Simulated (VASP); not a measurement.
# Ta (P6_3/mmc) in VASP: single point with PBEsol

Aim: the single point of Ta with PBEsol.

All numbers are computed with VASP 6.6.1; they aren't measurements. Logs are shortened: lines on timing, memory, paths and dates and some standing lists are left out, and cuts for length are marked.

## Step 1: The cell of the first run

It takes space group P6_3/mmc (No. 194, hexagonal). Conventional cell: a = 2.776 Å, b = 2.776 Å, c = 4.891 Å, α = 90.00°, β = 90.00°, γ = 120.00°. Within 3.7 Å of Ta (site symmetry -6m2) lie 12 Ta at 2.78 to 2.92 Å.

This isn't the form of Ta at room conditions, which is bcc.

## Step 2: Single point, PBEsol (16.32 Å³/atom)

Input file INCAR:

```
SYSTEM = Ta
ALGO = Normal
EDIFF = 1E-7
ENCUT = 520
GGA = PS
ISIF = 2
ISMEAR = -1
LASPH = .True.
LCHARG = .True.
LELF = .True.
LREAL = .False.
LVHAR = .True.
LWAVE = .False.
NBANDS = 18
NELM = 80
PREC = Accurate
SIGMA = 0.1
```

Input file KPOINTS:

```
k-points
0
Gamma
  17 17 9
  0 0 0
```

Input file POSCAR:

```
Ta
1.0
    2.7758450825      0.0000000000      0.0000000000
   -1.3879225412      2.4039523584      0.0000000000
    0.0000000000      0.0000000000      4.8912630943
Ta
2
Direct
    0.3333333333      0.6666666667      0.2500000000
    0.6666666667      0.3333333333      0.7500000000
```

Potentials or basis: VASP PAW PBE potentials, release 64 (Ta_pv).

Launch:

```console
> cat potpaw_PBE.64/Ta_pv/POTCAR > POTCAR
> mpirun -np 1 vasp_std > vasp.out
```

OUTCAR:

```text
SYSTEM = Ta
   EDIFF = 1E-7
   ENCUT = 520
   GGA = PS
   ISIF = 2
   ISMEAR = -1
   LASPH = .True.
   LREAL = .False.
   NELM = 80
   PREC = Accurate

 ion  position               nearest neighbor table
   1  0.333  0.667  0.250-   2 2.92   2 2.92   2 2.92   2 2.92   2 2.92   2 2.92
   2  0.667  0.333  0.750-   1 2.92   1 2.92   1 2.92   1 2.92   1 2.92   1 2.92

  LATTYP: Found a hexagonal cell.
 ALAT       =     2.7758450825
 C/A-ratio  =     1.7620807174

  Lattice vectors:

 A1 = (   2.7758450825,   0.0000000000,   0.0000000000)
 A2 = (  -1.3879225412,   2.4039523584,   0.0000000000)
 A3 = (   0.0000000000,   0.0000000000,   4.8912630943)

Analysis of symmetry for initial positions (statically):
=====================================================================
 Subroutine PRICEL returns:
 Original cell was already a primitive cell.

 Routine SETGRP: Setting up the symmetry group for a
 hexagonal supercell.

 Subroutine GETGRP returns: Found 24 space group operations
 (whereof 12 operations were pure point group operations)
 out of a pool of 24 trial point group operations.

The static configuration has the point symmetry D_3d.
 The point group associated with its full space group is D_6h.

Analysis of symmetry for dynamics (positions and initial velocities):
=====================================================================
 Subroutine PRICEL returns:
 Original cell was already a primitive cell.

 Routine SETGRP: Setting up the symmetry group for a
 hexagonal supercell.

 Subroutine GETGRP returns: Found 24 space group operations
 (whereof 12 operations were pure point group operations)
 out of a pool of 24 trial point group operations.

The dynamic configuration has the point symmetry D_3d.
 The point group associated with its full space group is D_6h.

 Subroutine INISYM returns: Found 24 space group operations
 (whereof 12 operations are pure point group operations),
 and found     1 'primitive' translations

----------------------------------------------------------------------------------------

                                     Primitive cell

  volume of cell :      32.6394

  direct lattice vectors                    reciprocal lattice vectors
     2.775845083  0.000000000  0.000000000     0.360250652  0.207990811  0.000000000
    -1.387922541  2.403952358  0.000000000     0.000000000  0.415981621  0.000000000
     0.000000000  0.000000000  4.891263094     0.000000000  0.000000000  0.204446169

  length of vectors
     2.775845083  2.775845082  4.891263094     0.415981621  0.415981621  0.204446169

  position of ions in fractional coordinates (direct lattice)
     0.333333333  0.666666667  0.250000000
     0.666666667  0.333333333  0.750000000

  ion indices of the primitive-cell ions
   primitive index   ion index
                 1           1
                 2           2

----------------------------------------------------------------------------------------

 KPOINTS: k-points

Automatic generation of k-mesh.
 Grid dimensions read from file:
 generate k-points for:   17   17    9

 Generating k-lattice:

  Cartesian coordinates                     Fractional coordinates (reciprocal lattice)
     0.021191215  0.012234754  0.000000000     0.058823529  0.000000000  0.000000000
     0.000000000  0.024469507  0.000000000     0.000000000  0.058823529  0.000000000
     0.000000000  0.000000000  0.022716241     0.000000000  0.000000000  0.111111111

  Length of vectors
     0.024469507  0.024469507  0.022716241

  Shift w.r.t. Gamma in fractional coordinates (k-lattice)
     0.000000000  0.000000000  0.000000000

 Subroutine IBZKPT returns following result:
 ===========================================

 Found    165 irreducible k-points:

 Following reciprocal coordinates:
            Coordinates               Weight
  0.000000  0.000000  0.000000      1.000000
  0.058824  0.000000  0.000000      6.000000
  0.117647  0.000000  0.000000      6.000000
  0.176471  0.000000  0.000000      6.000000
  0.235294  0.000000  0.000000      6.000000
  0.294118  0.000000  0.000000      6.000000
[... 16 lines left out ...]
  0.411765  0.117647  0.000000     12.000000
  0.176471  0.176471  0.000000      6.000000
 [... further k-points ...]
   k-points           NKPTS =    165   k-points in BZ     NKDIM =    165   number of bands    NBANDS=     18
   number of dos      NEDOS =    301   number of ions     NIONS =      2
   total plane-waves  NPLWV =  20736
   dimension x,y,z NGX =    24 NGY =   24 NGZ =   36
   dimension x,y,z NGXF=    48 NGYF=   48 NGZF=   72
   ions per type =               2
   NGX,Y,Z   is equivalent  to a cutoff of  14.37, 14.37, 12.24 a.u.
   NGXF,Y,Z  is equivalent  to a cutoff of  28.75, 28.75, 24.47 a.u.
 SYSTEM =  Ta
   PREC   = accura    normal or accurate (medium, high low for compatibility)
   ISTART =      0    job   : 0-new  1-cont  2-samecut
   ICHARG =      2    charge: 1-file 2-atom 10-const
   ISPIN  =      1    spin polarized calculation?
   LNONCOLLINEAR =      F non collinear calculations
   LSORBIT =      F    spin-orbit coupling
   LASPH  =      T    aspherical Exc in radial PAW
   ENCUT  =  520.0 eV  38.22 Ry    6.18 a.u.   5.16  5.16  9.09*2*pi/ulx,y,z
   NELM   =     80;   NELMIN=  2; NELMDL= -5     # of ELM steps
   EDIFF  = 0.1E-06   stopping-criterion for ELM
   LREAL  =      F    real-space projection
   EDIFFG = 0.1E-05   stopping-criterion for IOM
   NSW    =      0    number of steps for IOM
   IBRION =     -1    ionic relax: 0-MD 1-quasi-New 2-CG
   NFREE  =      0    steps in history (QN), initial steepest desc. (CG)
   ISIF   =      2    stress and relaxation
   ISYM   =      2    0-nonsym 1-usesym 2-fastsym
   POTIM  = 0.5000    time-step for ionic-motion
   TEBEG  =    0.0;   TEEND  =   0.0 temperature during run
   PSTRESS=    0.0 pullay stress
   NELECT =      22.0000    total number of electrons
   NUPDOWN=      -1.0000    fix difference up-down
   EMIN   =  10.00;   EMAX   =-10.00  energy-range for DOS
   EFERMI =   0.00;   METHOD = LEGACY
   ISMEAR =    -1;   SIGMA  =   0.10  broadening in eV -4-tet -1-fermi 0-gaus
   EFERMI_NEDOS =   21; number of points for ismear=-14 and -15
   IALGO  =     38    algorithm
   IMIX   =      4    mixing-type and parameters
     AMIX     =   0.40;   BMIX     =  1.00
     AMIX_MAG =   1.60;   BMIX_MAG =  1.00
  volume/ion in A,a.u.               =      16.32       110.13
  Fermi-wavevector in a.u.,A,eV,Ry     =   1.435385  2.712484 28.032487  2.060330
  Thomas-Fermi vector in A             =   2.554689
   LORBIT       =      0    0 simple, 1 ext, 2 COOP (PROOUT), +10 PAW based schemes
   GGA     = PS    functional components
   LHFCALC =     F    Hartree Fock is set to
   AEXX    =    0.0000 exact exchange contribution
   IVDW    =     0    specifies the selected vdW correction
   LEPSILON=     F    determine dielectric tensor
   LRPA    =     F    only Hartree local field effects (RPA)
 non-spin polarized calculation
  energy-cutoff  :      520.00
  volume of cell :       32.64
 maximum number of plane-waves:       895
 NGX is ok and might be reduce to    24
   NGX = 11   NGY = 11   NGZ = 19

 number of electron      22.0000005 magnetization

 Free energy of the ion-electron system (eV)
  ---------------------------------------------------
  ext. energy  EPLUGINS =         0.00000000
  ---------------------------------------------------
  free energy    TOTEN  =       -24.27828294 eV

  energy without entropy =      -24.20647178  energy(sigma->0) =      -24.24237736

 E-fermi :   6.6122     XC(G=0): -13.2319

 val. band max:        6.6100874824   @ k =   0.1176   0.0588   0.4444
 cond. band min:       6.6208645650   @ k =   0.2941   0.1765   0.3333
 fundamental gap:      0.0107770827
 Fermi energy:         6.6121998975

 k-point     1 :       0.0000    0.0000    0.0000
  band No.  band energies     occupation
      1     -27.9549      2.00000
      2     -26.5930      2.00000
      3     -26.4968      2.00000
      4     -26.4968      2.00000
      5     -26.3590      2.00000
      6     -26.3590      2.00000
[... 10 lines left out ...]
     17      12.5845      0.00000
     18      12.5845      0.00000

 k-point     2 :       0.0588    0.0000    0.0000
  band No.  band energies     occupation
      1     -27.9371      2.00000
      2     -26.5955      2.00000
      3     -26.5534      2.00000
      4     -26.5123      2.00000
      5     -26.4173      2.00000
      6     -26.3686      2.00000
[... 10 lines left out ...]
     17      12.6679      0.00000
     18      12.9753      0.00000

 k-point     3 :       0.1176    0.0000    0.0000
  band No.  band energies     occupation
      1     -27.8853      2.00000
      2     -26.7139      2.00000
      3     -26.6034      2.00000
      4     -26.5805      2.00000
      5     -26.5556      2.00000
      6     -26.3966      2.00000
[... 10 lines left out ...]
     17      12.8520      0.00000
     18      13.8683      0.00000

 k-point     4 :       0.1765    0.0000    0.0000
  band No.  band energies     occupation
      1     -27.8032      2.00000
      2     -26.9537      2.00000
      3     -26.8186      2.00000
      4     -26.6194      2.00000
      5     -26.6186      2.00000
      6     -26.4400      2.00000
[... 375 lines left out ...]
      4     -27.0008      2.00000
      5     -26.7968      2.00000
      6     -26.7703      2.00000
[... 10 lines left out ...]
     17      14.8087      0.00000
     18      17.2911      0.00000

 k-point    23 :       0.4118    0.1176    0.0000
  band No.  band energies     occupation
      1     -27.9910      2.00000
      2     -27.8013      2.00000
      3     -27.2336      2.00000
      4     -27.0379      2.00000
      5     -26.8405      2.00000
      6     -26.7965      2.00000
[... 10 lines left out ...]
     17      15.6925      0.00000
     18      17.0045      0.00000

 k-point    24 :       0.1765    0.1765    0.0000
  band No.  band energies     occupation
      1     -27.5486      2.00000
      2     -27.4290      2.00000
      3     -27.4190      2.00000
      4     -26.8369      2.00000
      5     -26.6903      2.00000
      6     -26.6882      2.00000
[... 10 lines left out ...]
     17      12.5351      0.00000
     18      16.4111      0.00000

 [... further k-points ...]

------------------------ aborting loop because EDIFF is reached ----------------------------------------

  FORCE on cell =-STRESS in cart. coord.  units (eV):
  Direction    XX          YY          ZZ          XY          YZ          ZX
  --------------------------------------------------------------------------------------
  -------------------------------------------------------------------------------------
  Total        5.2967424      5.2967424      5.2787129      0.0000000      0.0000000     -0.0000000
  in kB      260.0023854    260.0023854    259.1173637      0.0000000      0.0000000     -0.0000000
  external PRESSURE =     259.7073781 kB  Pullay stress =       0.0000000 kB

 VOLUME and BASIS-vectors are now :
 -----------------------------------------------------------------------------
  energy-cutoff  :      520.00
  volume of cell :       32.64
      direct lattice vectors                 reciprocal lattice vectors
     2.775845083  0.000000000  0.000000000     0.360250652  0.207990811  0.000000000
    -1.387922541  2.403952358  0.000000000     0.000000000  0.415981621  0.000000000
     0.000000000  0.000000000  4.891263094     0.000000000  0.000000000  0.204446169

 POSITION                                       TOTAL-FORCE (eV/Angst)
 -----------------------------------------------------------------------------------
     -0.00000      1.60263      1.22282        -0.000000      0.000000      0.000000
      1.38792      0.80132      3.66845         0.000000     -0.000000      0.000000
 -----------------------------------------------------------------------------------
    total drift:                               -0.000000      0.000000     -0.000000

  FREE ENERGIE OF THE ION-ELECTRON SYSTEM (eV)
  ---------------------------------------------------
  free  energy   TOTEN  =       -24.2782829428 eV

  energy  without entropy=      -24.2064717790  energy(sigma->0) =      -24.24237736
```

It took 1.8 min on 1 thread of Intel Xeon 8259CL, shared host; peak memory 0.21 GiB.

Results:

```yaml
Free_energy: -24.2783 eV
Pressure: 26.0 GPa
Band_gap_on_the_k_mesh: zero (bands 11 and 12 overlap by 2.42 eV)
```

Stress tensor (GPa, compression positive):
```
26.00  0.00  0.00
 0.00 26.00  0.00
 0.00  0.00 25.91
```

Caveat: the cell stands under pressure; the PAW data sets were made with another functional, which shifts forces and pressure a little; spin-orbit coupling is left out, which moves the levels of the heavy elements.
